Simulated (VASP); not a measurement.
Runs of VASP 6.6.1 on NaCl. The structure is that of space group Fm-3m (No. 225), or close to it. The cells are those of the table. 

```csv
level,potentials or basis,cell,k mesh,smearing,gap on the mesh (eV),pressure (GPa)
r2SCAN,"VASP PAW PBE potentials, release 64 (Na_pv, Cl)","a = 3.964 Å, angles 60.0°, 2 atoms",8 × 8 × 8,fermi-dirac 0.02 eV,(a),-0.1
PBE,"VASP PAW PBE potentials, release 64 (Na_pv, Cl)","a = 3.964 Å, angles 60.0°, 2 atoms",4 × 4 × 4,gaussian 0.01 eV,5.18,1.3
LDA,"VASP PAW LDA potentials, release 64 (Na_pv, Cl)","a = 3.964 Å, angles 60.0°, 2 atoms",8 × 8 × 8,gaussian 0.01 eV,4.77,-2.1
PBEsol,"VASP PAW PBE potentials, release 64 (Na_pv, Cl)","a = 3.961 Å, angles 60.0°, 2 atoms",8 × 8 × 8,fermi-dirac 0.02 eV,5.01,0.0
PBE,"VASP PAW PBE potentials, release 64 (Na_pv, Cl)","a = 3.964 Å, angles 60.0°, 2 atoms",8 × 8 × 8,fermi-dirac 0.02 eV,5.18,(b)
PBE,"VASP PAW PBE potentials, release 64 (Na_pv, Cl)","a = 4.027 Å, angles 60.0°, 2 atoms",8 × 8 × 8,fermi-dirac 0.02 eV,5.00,0.0
```

Alike in all rows: no spin polarisation; cutoff (eV) 520.

Problem. Estimate the missing entries.

Solution. (a) 6.00; (b) 1.2.

Caveats: some runs use coarse meshes; the PAW data sets were made with another functional, which shifts forces and pressure a little (at least some runs).

A k mesh can miss the band edges.
